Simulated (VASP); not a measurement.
# Te2Mo (P6_3/mmc) in VASP: notebook

The runs below take Te2Mo through single point, with r2SCAN.

Program: VASP 6.6.1. These are calculated values, not measurements. Logs are shortened: lines on timing, memory, paths and dates and some standing lists are left out, and cuts for length are marked.

## 1. The cell of the first run

It takes space group P6_3/mmc (No. 194, hexagonal). Conventional cell: a = 3.542 Å, b = 3.542 Å, c = 14.177 Å, α = 90.00°, β = 90.00°, γ = 120.00°. Mo (site symmetry -6m2) has 6 Te at 2.72 Å and 6 Mo at 3.54 Å within 3.6 Å. Te (site symmetry 3m) has 3 Mo at 2.72 Å and 7 Te at 3.54 to 3.59 Å within 3.6 Å.

## 2. Single point, r2SCAN

The input, POSCAR:

```
Te2Mo
1.0
    3.5421311455      0.0000000000      0.0000000000
   -1.7710655727      3.0675755555      0.0000000000
    0.0000000000      0.0000000000     14.1766719662
Mo Te
2 4
Direct
    0.3333333333      0.6666666667      0.2500000000
    0.6666666667      0.3333333333      0.7500000000
    0.6666666667      0.3333333333      0.3765845055
    0.6666666667      0.3333333333      0.1234154945
    0.3333333333      0.6666666667      0.8765845055
    0.3333333333      0.6666666667      0.6234154945
```

The input, INCAR.step1:

```
SYSTEM = Te2Mo
ALGO = Normal ; EDIFF = 1E-4
ENCUT = 520 ; GGA = PE
ISMEAR = 0 ; LASPH = .True.
LCHARG = .False. ; LREAL = .False.
LWAVE = .True. ; NBANDS = 35
NELM = 100 ; PREC = Accurate
SIGMA = 0.01
```

The input, INCAR.step2:

```
SYSTEM = Te2Mo
ALGO = Normal ; EDIFF = 1E-7
ENCUT = 520 ; ISIF = 2
ISMEAR = 0 ; ISTART = 1
LASPH = .True. ; LCHARG = .False.
LMIXTAU = .True. ; LREAL = .False.
LWAVE = .False. ; METAGGA = R2SCAN
NBANDS = 35 ; NELM = 100
PREC = Accurate ; SIGMA = 0.01
```

The input, KPOINTS:

```
k-points
0
Gamma
  12 12 2
  0 0 0
```

Potentials or basis: VASP PAW PBE potentials, release 64 (Mo_sv, Te).

Command:

```bash
> cat potpaw_PBE.64/Mo_sv/POTCAR potpaw_PBE.64/Te/POTCAR > POTCAR
> cp INCAR.step1 INCAR
> mpirun -np 1 vasp_std > vasp.out
> cp INCAR.step2 INCAR
> mpirun -np 1 vasp_std > vasp.out
```

OUTCAR:

```text
SYSTEM = Te2Mo
   EDIFF = 1E-7
   ENCUT = 520
   ISIF = 2
   ISMEAR = 0
   ISTART = 1
   LASPH = .True.
   LREAL = .False.
   METAGGA = R2SCAN
   NELM = 100
   PREC = Accurate

 ion  position               nearest neighbor table
   1  0.333  0.667  0.250-   3 2.72   4 2.72   3 2.72   4 2.72   3 2.72   4 2.72
   2  0.667  0.333  0.750-   5 2.72   6 2.72   5 2.72   6 2.72   5 2.72   6 2.72
   3  0.667  0.333  0.377-   1 2.72   1 2.72   1 2.72   4 3.59
   4  0.667  0.333  0.123-   1 2.72   1 2.72   1 2.72   3 3.59
   5  0.333  0.667  0.877-   2 2.72   2 2.72   2 2.72   6 3.59
   6  0.333  0.667  0.623-   2 2.72   2 2.72   2 2.72   5 3.59

  LATTYP: Found a hexagonal cell.
 ALAT       =     3.5421311455
 C/A-ratio  =     4.0023001362

  Lattice vectors:

 A1 = (   3.5421311455,   0.0000000000,   0.0000000000)
 A2 = (  -1.7710655727,   3.0675755555,   0.0000000000)
 A3 = (   0.0000000000,   0.0000000000,  14.1766719662)

Analysis of symmetry for initial positions (statically):
=====================================================================
 Subroutine PRICEL returns:
 Original cell was already a primitive cell.

 Routine SETGRP: Setting up the symmetry group for a
 hexagonal supercell.

 Subroutine GETGRP returns: Found 24 space group operations
 (whereof 12 operations were pure point group operations)
 out of a pool of 24 trial point group operations.

The static configuration has the point symmetry D_3d.
 The point group associated with its full space group is D_6h.

Analysis of symmetry for dynamics (positions and initial velocities):
=====================================================================
 Subroutine PRICEL returns:
 Original cell was already a primitive cell.

 Routine SETGRP: Setting up the symmetry group for a
 hexagonal supercell.

 Subroutine GETGRP returns: Found 24 space group operations
 (whereof 12 operations were pure point group operations)
 out of a pool of 24 trial point group operations.

The dynamic configuration has the point symmetry D_3d.
 The point group associated with its full space group is D_6h.

 Subroutine INISYM returns: Found 24 space group operations
 (whereof 12 operations are pure point group operations),
 and found     1 'primitive' translations

----------------------------------------------------------------------------------------

                                     Primitive cell

  volume of cell :     154.0402

  direct lattice vectors                    reciprocal lattice vectors
     3.542131145  0.000000000  0.000000000     0.282315916  0.162995170  0.000000000
    -1.771065573  3.067575555  0.000000000     0.000000000  0.325990341  0.000000000
     0.000000000  0.000000000 14.176671966     0.000000000  0.000000000  0.070538417

  length of vectors
     3.542131145  3.542131145 14.176671966     0.325990341  0.325990341  0.070538417

  position of ions in fractional coordinates (direct lattice)
     0.333333333  0.666666667  0.250000000
     0.666666667  0.333333333  0.750000000
     0.666666667  0.333333333  0.376584505
     0.666666667  0.333333333  0.123415495
     0.333333333  0.666666667  0.876584505
     0.333333333  0.666666667  0.623415495

  ion indices of the primitive-cell ions
   primitive index   ion index
                 1           1
                 2           2
                 3           3
                 4           4
                 5           5
                 6           6

----------------------------------------------------------------------------------------

 KPOINTS: k-points

Automatic generation of k-mesh.
 Grid dimensions read from file:
 generate k-points for:   12   12    2

 Generating k-lattice:

  Cartesian coordinates                     Fractional coordinates (reciprocal lattice)
     0.023526326  0.013582931  0.000000000     0.083333333 -0.000000000  0.000000000
     0.000000000  0.027165862  0.000000000     0.000000000  0.083333333  0.000000000
     0.000000000  0.000000000  0.035269209     0.000000000  0.000000000  0.500000000

  Length of vectors
     0.027165862  0.027165862  0.035269209

  Shift w.r.t. Gamma in fractional coordinates (k-lattice)
     0.000000000  0.000000000  0.000000000

 Subroutine IBZKPT returns following result:
 ===========================================

 Found     38 irreducible k-points:

 Following reciprocal coordinates:
            Coordinates               Weight
  0.000000  0.000000  0.000000      1.000000
  0.083333  0.000000  0.000000      6.000000
  0.166667 -0.000000  0.000000      6.000000
  0.250000  0.000000  0.000000      6.000000
  0.333333  0.000000  0.000000      6.000000
  0.416667  0.000000  0.000000      6.000000
[... 16 lines left out ...]
  0.250000  0.000000  0.500000      6.000000
  0.333333  0.000000  0.500000      6.000000
 [... further k-points ...]
   k-points           NKPTS =     38   k-points in BZ     NKDIM =     38   number of bands    NBANDS=     35
   number of dos      NEDOS =    301   number of ions     NIONS =      6
   total plane-waves  NPLWV =  84672
   dimension x,y,z NGX =    28 NGY =   28 NGZ =  108
   dimension x,y,z NGXF=    56 NGYF=   56 NGZF=  216
   ions per type =               2   4
   NGX,Y,Z   is equivalent  to a cutoff of  13.14, 13.14, 12.66 a.u.
   NGXF,Y,Z  is equivalent  to a cutoff of  26.28, 26.28, 25.33 a.u.
 SYSTEM =  Te2Mo
   PREC   = accura    normal or accurate (medium, high low for compatibility)
   ISTART =      1    job   : 0-new  1-cont  2-samecut
   ICHARG =      0    charge: 1-file 2-atom 10-const
   ISPIN  =      1    spin polarized calculation?
   LNONCOLLINEAR =      F non collinear calculations
   LSORBIT =      F    spin-orbit coupling
   LASPH  =      T    aspherical Exc in radial PAW
   ENCUT  =  520.0 eV  38.22 Ry    6.18 a.u.   6.59  6.59 26.36*2*pi/ulx,y,z
   NELM   =    100;   NELMIN=  2; NELMDL=  0     # of ELM steps
   EDIFF  = 0.1E-06   stopping-criterion for ELM
   LREAL  =      F    real-space projection
   EDIFFG = 0.1E-05   stopping-criterion for IOM
   NSW    =      0    number of steps for IOM
   IBRION =     -1    ionic relax: 0-MD 1-quasi-New 2-CG
   NFREE  =      0    steps in history (QN), initial steepest desc. (CG)
   ISIF   =      2    stress and relaxation
   ISYM   =      2    0-nonsym 1-usesym 2-fastsym
   POTIM  = 0.5000    time-step for ionic-motion
   TEBEG  =    0.0;   TEEND  =   0.0 temperature during run
   PSTRESS=    0.0 pullay stress
   NELECT =      52.0000    total number of electrons
   NUPDOWN=      -1.0000    fix difference up-down
   EMIN   =  10.00;   EMAX   =-10.00  energy-range for DOS
   EFERMI =   0.00;   METHOD = LEGACY
   ISMEAR =     0;   SIGMA  =   0.01  broadening in eV -4-tet -1-fermi 0-gaus
   EFERMI_NEDOS =   21; number of points for ismear=-14 and -15
   IALGO  =     38    algorithm
   IMIX   =      4    mixing-type and parameters
     AMIX     =   0.40;   BMIX     =  1.00
     AMIX_MAG =   1.60;   BMIX_MAG =  1.00
  volume/ion in A,a.u.               =      25.67       173.25
  Fermi-wavevector in a.u.,A,eV,Ry     =   1.139894  2.154088 17.678850  1.299359
  Thomas-Fermi vector in A             =   2.276597
   LORBIT       =      0    0 simple, 1 ext, 2 COOP (PROOUT), +10 PAW based schemes
   METAGGA = R2SCAN    functional components
   LHFCALC =     F    Hartree Fock is set to
   AEXX    =    0.0000 exact exchange contribution
   IVDW    =     0    specifies the selected vdW correction
   LEPSILON=     F    determine dielectric tensor
   LRPA    =     F    only Hartree local field effects (RPA)
 non-spin polarized calculation
 Gauss-broadening in eV      SIGMA  =   0.01
  energy-cutoff  :      520.00
  volume of cell :      154.04
 maximum number of plane-waves:      4205
 NGX is ok and might be reduce to    28
   NGX = 13   NGY = 13   NGZ = 53

 number of electron      52.0000003 magnetization

 Free energy of the ion-electron system (eV)
  ---------------------------------------------------
  ext. energy  EPLUGINS =         0.00000000
  ---------------------------------------------------
  free energy    TOTEN  =      -155.63671259 eV

  energy without entropy =     -155.63671259  energy(sigma->0) =     -155.63671259

 E-fermi :   7.9234     XC(G=0): -10.8508

 val. band max:        7.6916057805   @ k =   0.0000   0.0000   0.0000
 cond. band min:       8.6171297847   @ k =   0.2500   0.1667   0.0000
 fundamental gap:      0.9255240042
 Fermi energy:         7.9234340870

 k-point     1 :       0.0000    0.0000    0.0000
  band No.  band energies     occupation
      1     -55.0923      2.00000
      2     -55.0922      2.00000
      3     -28.5229      2.00000
      4     -28.5229      2.00000
      5     -28.4197      2.00000
      6     -28.4197      2.00000
[... 27 lines left out ...]
     34      11.1454      0.00000
     35      13.8791      0.00000

 k-point     2 :       0.0833    0.0000    0.0000
  band No.  band energies     occupation
      1     -55.0916      2.00000
      2     -55.0916      2.00000
      3     -28.5209      2.00000
      4     -28.5209      2.00000
      5     -28.4286      2.00000
      6     -28.4286      2.00000
[... 27 lines left out ...]
     34      10.9462      0.00000
     35      14.2858      0.00000

 k-point     3 :       0.1667   -0.0000    0.0000
  band No.  band energies     occupation
      1     -55.0897      2.00000
      2     -55.0897      2.00000
      3     -28.5153      2.00000
      4     -28.5153      2.00000
      5     -28.4531      2.00000
      6     -28.4531      2.00000
[... 27 lines left out ...]
     34      11.1522      0.00000
     35      14.5104      0.00000
[... 723 lines left out ...]
 k-point    23 :       0.2500    0.0000    0.5000
  band No.  band energies     occupation
      1     -55.0872      2.00000
      2     -55.0872      2.00000
      3     -28.5077      2.00000
      4     -28.5077      2.00000
      5     -28.4864      2.00000
      6     -28.4864      2.00000
[... 27 lines left out ...]
     34      11.2137      0.00000
     35      14.2932      0.00000

 k-point    24 :       0.3333    0.0000    0.5000
  band No.  band energies     occupation
      1     -55.0846      2.00000
      2     -55.0846      2.00000
      3     -28.5194      2.00000
      4     -28.5194      2.00000
      5     -28.5001      2.00000
      6     -28.5001      2.00000
[... 27 lines left out ...]
     34      11.3196      0.00000
     35      13.3017      0.00000

 [... further k-points ...]

------------------------ aborting loop because EDIFF is reached ----------------------------------------

  FORCE on cell =-STRESS in cart. coord.  units (eV):
  Direction    XX          YY          ZZ          XY          YZ          ZX
  --------------------------------------------------------------------------------------
  -------------------------------------------------------------------------------------
  Total        1.2363132      1.2363132      1.2171243      0.0000000      0.0000000      0.0000000
  in kB       12.8589321     12.8589321     12.6593475      0.0000000      0.0000000      0.0000000
  external PRESSURE =      12.7924039 kB  Pullay stress =       0.0000000 kB

 VOLUME and BASIS-vectors are now :
 -----------------------------------------------------------------------------
  energy-cutoff  :      520.00
  volume of cell :      154.04
      direct lattice vectors                 reciprocal lattice vectors
     3.542131145  0.000000000  0.000000000     0.282315916  0.162995170  0.000000000
    -1.771065573  3.067575555  0.000000000     0.000000000  0.325990341  0.000000000
     0.000000000  0.000000000 14.176671966     0.000000000  0.000000000  0.070538417

 POSITION                                       TOTAL-FORCE (eV/Angst)
 -----------------------------------------------------------------------------------
     -0.00000      2.04505      3.54417         0.000000      0.000000      0.000000
      1.77107      1.02253     10.63250        -0.000000     -0.000000      0.000000
      1.77107      1.02253      5.33872         0.000000     -0.000000     -0.007889
      1.77107      1.02253      1.74962         0.000000      0.000000      0.007889
     -0.00000      2.04505     12.42705         0.000000      0.000000     -0.007889
     -0.00000      2.04505      8.83796         0.000000     -0.000000      0.007889
 -----------------------------------------------------------------------------------
    total drift:                                0.000000     -0.000000      0.000000

  FREE ENERGIE OF THE ION-ELECTRON SYSTEM (eV)
  ---------------------------------------------------
  free  energy   TOTEN  =      -155.6367125942 eV

  energy  without entropy=     -155.6367125942  energy(sigma->0) =     -155.63671259
```

Run time: 14 min. Hardware: 1 thread of Oxide Virtual Turin-like, shared host; peak memory 0.38 GiB.

Results:

```yaml
Free_energy: -155.6367 eV
Pressure: 1.3 GPa
Largest_force: 0.008 eV/Å
Band_gap_on_the_k_mesh: 0.93 eV, indirect (least direct gap 1.09 eV)
```

Forces in eV/Å, atoms in the order of the input:
```
Mo   0.000  0.000  0.000
Mo   0.000  0.000  0.000
Te   0.000  0.000 -0.008
Te   0.000  0.000  0.008
Te   0.000  0.000 -0.008
Te   0.000  0.000  0.008
```

Caveat: the PAW data sets were made with another functional, which shifts forces and pressure a little; spin-orbit coupling is left out, which moves the levels of the heavy elements. r2SCAN opens gaps a little over a GGA but as a rule still falls short of measured ones.

## 3. Single point, r2SCAN (uniaxial z strain +1.0%)

The input, POSCAR:

```
Te2Mo
1.0
    3.5421311455      0.0000000000      0.0000000000
   -1.7710655727      3.0675755555      0.0000000000
    0.0000000000      0.0000000000     14.3184386859
Mo Te
2 4
Direct
    0.3333333333      0.6666666667      0.2500000000
    0.6666666667      0.3333333333      0.7500000000
    0.6666666667      0.3333333333      0.3754323984
    0.6666666667      0.3333333333      0.1245676016
    0.3333333333      0.6666666667      0.8754323984
    0.3333333333      0.6666666667      0.6245676016
```

The input, INCAR.step1:

```
PREC = Accurate
ENCUT = 520
ISMEAR = 0
SIGMA = 0.01
LREAL = False
LASPH = True
NELM = 100
NBANDS = 35
GGA = PE
ALGO = Normal
EDIFF = 1E-4
LWAVE = True
LCHARG = False
```

The input, INCAR.step2:

```
PREC = Accurate
ENCUT = 520
EDIFF = 1E-6
ISMEAR = 0
SIGMA = 0.01
LREAL = False
LASPH = True
NELM = 100
ALGO = Normal
ISIF = 2
LWAVE = False
LCHARG = True
METAGGA = R2SCAN
LMIXTAU = True
LELF = True
LVHAR = True
NBANDS = 35
ISTART = 1
```

The input, KPOINTS:

```
regular mesh
0
Gamma
  12 12 2
```

Potentials or basis: VASP PAW PBE potentials, release 64 (Mo_sv, Te).

Command:

```bash
> cat potpaw_PBE.64/Mo_sv/POTCAR potpaw_PBE.64/Te/POTCAR > POTCAR
> cp INCAR.step1 INCAR
> mpirun -np 1 vasp_std > vasp.out
> cp INCAR.step2 INCAR
> mpirun -np 1 vasp_std > vasp.out
```

It took 14 min on 1 thread of Oxide Virtual Turin-like, shared host; peak memory 0.38 GiB.

Results (log left out):

| Property | Result |
| --- | --- |
| Free energy | -155.6475 eV |
| Pressure | 1.1 GPa |
| Largest force | 0.005 eV/Å |
| Band gap on the k mesh | 0.98 eV, indirect (least direct gap 1.09 eV) |

Forces in eV/Å, atoms in the order of the input:
```
Mo   0.000  0.000  0.000
Mo   0.000  0.000  0.000
Te   0.000  0.000 -0.005
Te   0.000  0.000  0.005
Te   0.000  0.000 -0.005
Te   0.000  0.000  0.005
```

Stress tensor (GPa, compression positive):
```
1.17 0.00 0.00
0.00 1.17 0.00
0.00 0.00 0.87
```

Levels at points of the mesh, in eV from the valence-band top:
```tsv
k point	band 22	band 23	band 24	band 25	band 26	band 27	band 28	band 29	band 30	band 31
(0.00, 0.00, 0.00)	-1.10	-1.10	-0.93	-0.57	0.00	3.03	3.03	3.13	3.13	3.30
(0.50, 0.00, 0.00)	-1.86	-0.95	-0.91	-0.66	-0.46	1.36	1.41	1.62	1.88	2.94
(0.00, 0.00, 0.50)	-1.11	-1.11	-1.11	-0.13	-0.13	3.07	3.07	3.07	3.07	3.41
(0.50, 0.00, 0.50)	-1.93	-0.92	-0.92	-0.56	-0.56	1.38	1.38	1.77	1.77	3.33
```

Caveat: the cell differs from its parent crystal (uniaxial z strain +1.0%); the PAW data sets were made with another functional, which shifts forces and pressure a little; spin-orbit coupling is left out, which moves the levels of the heavy elements. A k mesh can miss the band edges.
